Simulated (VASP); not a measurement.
# HfN in VASP: notebook

Runs on HfN. Level: LDA. Tasks: single point.

Program: VASP 6.6.1. These are calculated values, not measurements. Logs are shortened: lines on timing, memory, paths and dates and some standing lists are left out, and cuts for length are marked.

### 1 The cell of the first run

The structure is hexagonal, space group P6_3/mmc (No. 194). The conventional cell has a = 3.134 Å, b = 3.134 Å, c = 5.417 Å, α = 90.00°, β = 90.00°, γ = 120.00°. Hf (site symmetry -6m2) has 6 N at 2.26 Å within 3.0 Å. Within 3.0 Å of N (site symmetry -3m) lie 6 Hf at 2.26 Å and 2 N at 2.71 Å.

### 2 Single point, LDA

Contents of INCAR:

```
SYSTEM = HfN
PREC = Accurate
ENCUT = 520
EDIFF = 1E-6
ISMEAR = -1
SIGMA = 0.15
LREAL = .FALSE.
LASPH = .TRUE.
NELM = 60
ALGO = Normal
ISIF = 2
LWAVE = .FALSE.
LCHARG = .FALSE.
NBANDS = 23
```

Contents of KPOINTS:

```
regular mesh
0
G
  13 13 7
  0 0 0
```

Contents of POSCAR:

```
HfN
1.0
    3.1339080000      0.0000000000      0.0000000000
   -1.5669540000      2.7140440000      0.0000000000
    0.0000000000      0.0000000000      5.4167680000
Hf N
2 2
Direct
    0.6666666667      0.3333333333      0.7500000000
    0.3333333333      0.6666666667      0.2500000000
    0.0000000000      0.0000000000      0.0000000000
    0.0000000000      0.0000000000      0.5000000000
```

Potentials or basis: VASP PAW LDA potentials, release 64 (Hf_pv, N).

On the command line:

```bash
cat potpaw_LDA.64/Hf_pv/POTCAR potpaw_LDA.64/N/POTCAR > POTCAR
mpirun -np 1 vasp_std > vasp.out
```

OUTCAR:

```text
SYSTEM = HfN
   PREC = Accurate
   ENCUT = 520
   EDIFF = 1E-6
   ISMEAR = -1
   LREAL = .FALSE.
   LASPH = .TRUE.
   NELM = 60
   ISIF = 2

 ion  position               nearest neighbor table
   1  0.667  0.333  0.750-   3 2.26   4 2.26   3 2.26   4 2.26   3 2.26   4 2.26   2 3.26   2 3.26
                             2 3.26   2 3.26   2 3.26   2 3.26
   2  0.333  0.667  0.250-   3 2.26   4 2.26   3 2.26   4 2.26   3 2.26   4 2.26   1 3.26   1 3.26
                             1 3.26   1 3.26   1 3.26   1 3.26
   3  0.000  0.000  0.000-   1 2.26   2 2.26   1 2.26   2 2.26   1 2.26   2 2.26
   4  0.000  0.000  0.500-   1 2.26   2 2.26   1 2.26   2 2.26   1 2.26   2 2.26

  LATTYP: Found a hexagonal cell.
 ALAT       =     3.1339080000
 C/A-ratio  =     1.7284387417

  Lattice vectors:

 A1 = (   3.1339080000,   0.0000000000,   0.0000000000)
 A2 = (  -1.5669540000,   2.7140440000,   0.0000000000)
 A3 = (   0.0000000000,   0.0000000000,   5.4167680000)

Analysis of symmetry for initial positions (statically):
=====================================================================
 Subroutine PRICEL returns:
 Original cell was already a primitive cell.

 Routine SETGRP: Setting up the symmetry group for a
 hexagonal supercell.

 Subroutine GETGRP returns: Found 24 space group operations
 (whereof 12 operations were pure point group operations)
 out of a pool of 24 trial point group operations.

The static configuration has the point symmetry D_3d.
 The point group associated with its full space group is D_6h.

Analysis of symmetry for dynamics (positions and initial velocities):
=====================================================================
 Subroutine PRICEL returns:
 Original cell was already a primitive cell.

 Routine SETGRP: Setting up the symmetry group for a
 hexagonal supercell.

 Subroutine GETGRP returns: Found 24 space group operations
 (whereof 12 operations were pure point group operations)
 out of a pool of 24 trial point group operations.

The dynamic configuration has the point symmetry D_3d.
 The point group associated with its full space group is D_6h.

 Subroutine INISYM returns: Found 24 space group operations
 (whereof 12 operations are pure point group operations),
 and found     1 'primitive' translations

----------------------------------------------------------------------------------------

                                     Primitive cell
[... 94 lines left out ...]
   NELM   =     60;   NELMIN=  2; NELMDL= -5     # of ELM steps
   EDIFF  = 0.1E-05   stopping-criterion for ELM
   LREAL  =      F    real-space projection
   EDIFFG = 0.1E-04   stopping-criterion for IOM
   NSW    =      0    number of steps for IOM
   IBRION =     -1    ionic relax: 0-MD 1-quasi-New 2-CG
   NFREE  =      0    steps in history (QN), initial steepest desc. (CG)
   ISIF   =      2    stress and relaxation
   ISYM   =      2    0-nonsym 1-usesym 2-fastsym
   POTIM  = 0.5000    time-step for ionic-motion
   TEBEG  =    0.0;   TEEND  =   0.0 temperature during run
   PSTRESS=    0.0 pullay stress
   NELECT =      30.0000    total number of electrons
   NUPDOWN=      -1.0000    fix difference up-down
   EMIN   =  10.00;   EMAX   =-10.00  energy-range for DOS
   EFERMI =   0.00;   METHOD = LEGACY
   ISMEAR =    -1;   SIGMA  =   0.15  broadening in eV -4-tet -1-fermi 0-gaus
   EFERMI_NEDOS =   21; number of points for ismear=-14 and -15
   IALGO  =     38    algorithm
   IMIX   =      4    mixing-type and parameters
     AMIX     =   0.40;   BMIX     =  1.00
     AMIX_MAG =   1.60;   BMIX_MAG =  1.00
  volume/ion in A,a.u.               =      11.52        77.73
  Fermi-wavevector in a.u.,A,eV,Ry     =   1.418951  2.681429 27.394277  2.013423
  Thomas-Fermi vector in A             =   2.540023
   LORBIT       =      0    0 simple, 1 ext, 2 COOP (PROOUT), +10 PAW based schemes
   GGA     = CA    functional components
   LHFCALC =     F    Hartree Fock is set to
   AEXX    =    0.0000 exact exchange contribution
   IVDW    =     0    specifies the selected vdW correction
   LEPSILON=     F    determine dielectric tensor
   LRPA    =     F    only Hartree local field effects (RPA)
 non-spin polarized calculation
  energy-cutoff  :      520.00
  volume of cell :       46.07
 maximum number of plane-waves:      1275
 NGX is ok and might be reduce to    24
   NGX = 11   NGY = 11   NGZ = 21

 number of electron      30.0000004 magnetization

 Free energy of the ion-electron system (eV)
  ---------------------------------------------------
  ext. energy  EPLUGINS =         0.00000000
  ---------------------------------------------------
  free energy    TOTEN  =       -47.58793839 eV

  energy without entropy =      -47.51239251  energy(sigma->0) =      -47.55016545

 E-fermi :   7.7408     XC(G=0): -12.9905

 val. band max:        7.7226642085   @ k =   0.3846   0.0000   0.4286
 cond. band min:       7.7707517258   @ k =   0.3846   0.2308   0.4286
 fundamental gap:      0.0480875173
 Fermi energy:         7.7408127764

 k-point     1 :       0.0000    0.0000    0.0000
  band No.  band energies     occupation
      1     -23.7680      2.00000
      2     -22.8876      2.00000
      3     -22.7865      2.00000
      4     -22.7865      2.00000
      5     -22.7242      2.00000
      6     -22.7242      2.00000
[... 613 lines left out ...]
     22      12.4041      0.00000
     23      12.9688      0.00000

 [... further k-points ...]

------------------------ aborting loop because EDIFF is reached ----------------------------------------

  FORCE on cell =-STRESS in cart. coord.  units (eV):
  Direction    XX          YY          ZZ          XY          YZ          ZX
  --------------------------------------------------------------------------------------
  -------------------------------------------------------------------------------------
  Total       -2.8137785     -2.8137786     -2.9106074      0.0000000     -0.0000000      0.0000000
  in kB      -97.8491664    -97.8491706   -101.2163926      0.0000000     -0.0000000      0.0000000
  external PRESSURE =     -98.9715765 kB  Pullay stress =       0.0000000 kB

 VOLUME and BASIS-vectors are now :
 -----------------------------------------------------------------------------
  energy-cutoff  :      520.00
  volume of cell :       46.07
      direct lattice vectors                 reciprocal lattice vectors
     3.133908000  0.000000000  0.000000000     0.319090414  0.184226932  0.000000000
    -1.566954000  2.714044000  0.000000000     0.000000000  0.368453864  0.000000000
     0.000000000  0.000000000  5.416768000     0.000000000  0.000000000  0.184611931

 POSITION                                       TOTAL-FORCE (eV/Angst)
 -----------------------------------------------------------------------------------
      1.56695      0.90468      4.06258         0.000000     -0.000000      0.000000
     -0.00000      1.80936      1.35419        -0.000000      0.000000      0.000000
      0.00000      0.00000      0.00000        -0.000000      0.000000      0.000000
      0.00000      0.00000      2.70838        -0.000000      0.000000      0.000000
 -----------------------------------------------------------------------------------
    total drift:                               -0.000000      0.000000     -0.000000

  FREE ENERGIE OF THE ION-ELECTRON SYSTEM (eV)
  ---------------------------------------------------
  free  energy   TOTEN  =       -47.5879383886 eV

  energy  without entropy=      -47.5123925100  energy(sigma->0) =      -47.55016545
```

OSZICAR:

```text
N       E                     dE             d eps       ncg     rms          rms(c)
DAV:   1     0.106702091760E+03    0.10670E+03   -0.16483E+04  3864   0.130E+03
DAV:   2    -0.478142171905E+02   -0.15452E+03   -0.14625E+03  5033   0.308E+02
DAV:   3    -0.536330267087E+02   -0.58188E+01   -0.57658E+01  5014   0.465E+01
DAV:   4    -0.536824360797E+02   -0.49409E-01   -0.49354E-01  4495   0.463E+00
DAV:   5    -0.536830551502E+02   -0.61907E-03   -0.61884E-03  5264   0.426E-01    0.756E+01
DAV:   6    -0.478624290071E+02    0.58206E+01   -0.27815E+01  4480   0.267E+01    0.584E+01
DAV:   7    -0.476576503360E+02    0.20478E+00   -0.22955E+00  4461   0.884E+00    0.239E+01
DAV:   8    -0.475959948220E+02    0.61656E-01   -0.23175E-01  5247   0.283E+00    0.367E+00
DAV:   9    -0.475886572059E+02    0.73376E-02   -0.35461E-02  4474   0.114E+00    0.293E+00
DAV:  10    -0.475883393257E+02    0.31788E-03   -0.82446E-03  4773   0.562E-01    0.138E+00
DAV:  11    -0.475879359955E+02    0.40333E-03   -0.17486E-03  4771   0.252E-01    0.751E-02
DAV:  12    -0.475879391288E+02   -0.31333E-05   -0.84593E-05  4783   0.615E-02    0.116E-01
DAV:  13    -0.475879383886E+02    0.74019E-06   -0.33335E-06  4137   0.113E-02
   1 F= -.47587938E+02 E0= -.47550165E+02  d E =-.755459E-01
```

stdout:

```text
POSCAR found type information on POSCAR HfN
 POSCAR found :  2 types and       4 ions
 scaLAPACK will be used
 LDA part: xc-table for (Slater(with rela. corr.)+CA(PZ))
 , standard interpolation
 POSCAR, INCAR and KPOINTS ok, starting setup
 FFT: planning ... GRIDC
 FFT: planning ... GRID_SOFT
 FFT: planning ... GRID
 WAVECAR not read
 entering main loop
```

Run time: 94 s. Hardware: 1 thread of Intel Xeon 8259CL, shared host; peak memory 0.2 GiB.

What came out:

| Property | Result |
| --- | --- |
| Free energy | -47.5879 eV |
| Pressure | -9.9 GPa |
| Band gap on the k mesh | zero (bands 15 and 16 overlap by 1.75 eV) |

Stress tensor (GPa, compression positive):
```
 -9.78   0.00   0.00
  0.00  -9.78   0.00
  0.00   0.00 -10.12
```

Caveat: the cell stands under tension; spin-orbit coupling is left out, which moves the levels of the heavy elements.

### 3 Single point, LDA

Contents of INCAR:

```
PREC     = Accurate       # precision mode
ENCUT    = 520            # plane-wave cutoff, eV
EDIFF    = 1E-7           # SCF threshold, eV
ISMEAR   = -1             # smearing method
SIGMA    = 0.15           # smearing width, eV
LREAL    = False          # projectors in reciprocal space
LASPH    = True           # aspherical terms in the spheres
NELM     = 80             # most SCF steps
ALGO     = Normal         # electronic algorithm
ISIF     = 2              # what is computed and relaxed
LWAVE    = False          # write WAVECAR
LCHARG   = True           # write CHGCAR
GGA      = CA             # functional
LELF     = True           # ELF
LVHAR    = True         
NBANDS   = 23             # bands
```

Contents of KPOINTS:

```
Automatic mesh
0
Gamma
  13 13 7
```

Changes to POSCAR since step 2:

```diff
@@ -2,4 +2,4 @@
 1.0
-    3.1339080000      0.0000000000      0.0000000000
-   -1.5669540000      2.7140440000      0.0000000000
+    3.1339080000     -0.0470086200      0.0000000000
+   -1.6076646600      2.7375483100      0.0000000000
     0.0000000000      0.0000000000      5.4167680000
```

Potentials or basis: VASP PAW LDA potentials, release 64 (Hf_pv, N).

On the command line:

```bash
cat potpaw_LDA.64/Hf_pv/POTCAR potpaw_LDA.64/N/POTCAR > POTCAR
mpirun -np 1 vasp_std > vasp.out
```

Run time: 7.3 min. Hardware: 1 thread of Intel Xeon 8259CL, shared host; peak memory 0.39 GiB.

The run converged. Its results:

```yaml
Free_energy: -47.5640 eV
Pressure: -9.7 GPa
Largest_force: 0.057 eV/Å
Band_gap_on_the_k_mesh: zero (bands 15 and 16 overlap by 1.74 eV)
```

Forces on the atoms (eV/Å):
```
Hf  -0.056  0.006  0.000
Hf   0.056 -0.006  0.000
N    0.000  0.000  0.000
N    0.000  0.000  0.000
```

Stress tensor (GPa, compression positive):
```
 -9.70   5.70   0.00
  5.70  -9.45   0.00
  0.00   0.00 -10.01
```

Levels at points of the mesh, in eV from the Fermi level:
```csv
k point,band 12,band 13,band 14,band 15,band 16,band 17,band 18,band 19
"(0.00, 0.00, 0.00)",-3.59,-3.48,-1.66,-0.63,0.43,0.98,1.23,1.72
```

Caveat: the cell stands under tension; spin-orbit coupling is left out, which moves the levels of the heavy elements.

### 4 Single point, LDA

Contents of INCAR:

```
PREC = Accurate
ENCUT = 520
EDIFF = 1E-6
ISMEAR = -1
SIGMA = 0.15
LREAL = False
LASPH = True
NELM = 100
ALGO = Normal
ISIF = 2
LWAVE = False
LCHARG = False
NBANDS = 23
```

Contents of KPOINTS:

```
regular mesh
0
Gamma
  13 13 7
```

Changes to POSCAR since step 3:

```diff
@@ -2,4 +2,4 @@
 1.0
-    3.1339080000     -0.0470086200      0.0000000000
-   -1.6076646600      2.7375483100      0.0000000000
+    3.1339080000     -0.0313390800      0.0000000000
+   -1.5940944400      2.7297135400      0.0000000000
     0.0000000000      0.0000000000      5.4167680000
```

On the command line:

```bash
cat potpaw_LDA.64/Hf_pv/POTCAR potpaw_LDA.64/N/POTCAR > POTCAR
mpirun -np 1 vasp_std > vasp.out
```

It took 5.8 min on 1 thread of Intel Xeon 8259CL, shared host; peak memory 0.39 GiB.

It converged, with:

* Free energy: -47.5773 eV
* Pressure: -9.8 GPa
* Largest force: 0.038 eV/Å
* Band gap on the k mesh: zero (bands 15 and 16 overlap by 1.75 eV)

Forces on the atoms (eV/Å):
```
Hf  -0.038  0.003  0.000
Hf   0.038 -0.003  0.000
N    0.000  0.000  0.000
N    0.000  0.000  0.000
```

Stress tensor (GPa, compression positive):
```
 -9.75   3.80   0.00
  3.80  -9.63   0.00
  0.00   0.00 -10.07
```

Levels at points of the mesh, in eV from the Fermi level:
```tsv
k point	band 11	band 12	band 13	band 14	band 15	band 16	band 17	band 18	band 19	band 20
(0.00, 0.00, 0.00)	-4.58	-3.57	-3.50	-1.66	-0.63	0.52	0.88	1.23	1.75	1.88
```

Caveat: the cell stands under tension; spin-orbit coupling is left out, which moves the levels of the heavy elements.

### 5 Single point, LDA

Contents of INCAR:

```
ALGO = Normal
EDIFF = 1E-6
ENCUT = 520
GGA = CA
ISIF = 2
ISMEAR = -1
LASPH = T
LCHARG = T
LELF = T
LREAL = F
LVHAR = T
LWAVE = F
NBANDS = 23
NELM = 100
PREC = Accurate
SIGMA = 0.15
```

Contents of KPOINTS:

```
k-points
0
Gamma
  13 13 7
```

Changes to POSCAR since step 4:

```diff
@@ -2,4 +2,4 @@
 1.0
-    3.1339080000     -0.0313390800      0.0000000000
-   -1.5940944400      2.7297135400      0.0000000000
+    3.1339080000     -0.0156695400      0.0000000000
+   -1.5805242200      2.7218787700      0.0000000000
     0.0000000000      0.0000000000      5.4167680000
```

On the command line:

```bash
cat potpaw_LDA.64/Hf_pv/POTCAR potpaw_LDA.64/N/POTCAR > POTCAR
mpirun -np 1 vasp_std > vasp.out
```

It took 5.3 min on 1 thread of Intel Xeon 8259CL, shared host; peak memory 0.39 GiB.

The run converged. Its results:

| Quantity | Value |
| --- | --- |
| Free energy | -47.5853 eV |
| Pressure | -9.9 GPa |
| Largest force | 0.019 eV/Å |
| Band gap on the k mesh | zero (bands 15 and 16 overlap by 1.75 eV) |

Forces on the atoms (eV/Å):
```
Hf  -0.019  0.001  0.000
Hf   0.019 -0.001  0.000
N    0.000  0.000  0.000
N    0.000  0.000  0.000
```

Stress tensor (GPa, compression positive):
```
 -9.78   1.90   0.00
  1.90  -9.75   0.00
  0.00   0.00 -10.11
```

Levels at points of the mesh, in eV from the Fermi level:
| k point | band 11 | band 12 | band 13 | band 14 | band 15 | band 16 | band 17 | band 18 | band 19 | band 20 |
| --- | --- | --- | --- | --- | --- | --- | --- | --- | --- | --- |
| (0.00, 0.00, 0.00) | -4.63 | -3.56 | -3.52 | -1.66 | -0.63 | 0.61 | 0.79 | 1.23 | 1.78 | 1.84 |

Caveat: the cell stands under tension; spin-orbit coupling is left out, which moves the levels of the heavy elements.

### 6 Summary

| cell | gap on the mesh (eV) | pressure (GPa) | largest force (eV/Å) |
| --- | --- | --- | --- |
| a = 3.134, b = 3.134, c = 5.417 Å, angles 90.0, 90.0, 120.0°, 4 atoms | none | -9.9 | - |
| a = 3.134, b = 3.175, c = 5.417 Å, angles 90.0, 90.0, 121.3°, 4 atoms | none | -9.7 | 0.06 |
| a = 3.134, b = 3.161, c = 5.417 Å, angles 90.0, 90.0, 120.9°, 4 atoms | none | -9.8 | 0.04 |
| a = 3.134, b = 3.147, c = 5.417 Å, angles 90.0, 90.0, 120.4°, 4 atoms | none | -9.9 | 0.02 |

Alike in all rows: task single point; level LDA; potentials or basis VASP PAW LDA potentials, release 64 (Hf_pv, N); no spin polarisation; k mesh 13 × 13 × 7; cutoff (eV) 520; smearing fermi-dirac 0.15 eV.

Caveats: the cell stands under tension; spin-orbit coupling is left out, which moves the levels of the heavy elements.

Total energies depend on the potentials used, so only differences within one code and one set of settings carry meaning.

The gap in the log of VASP goes by the Fermi energy; the results here count the filled bands.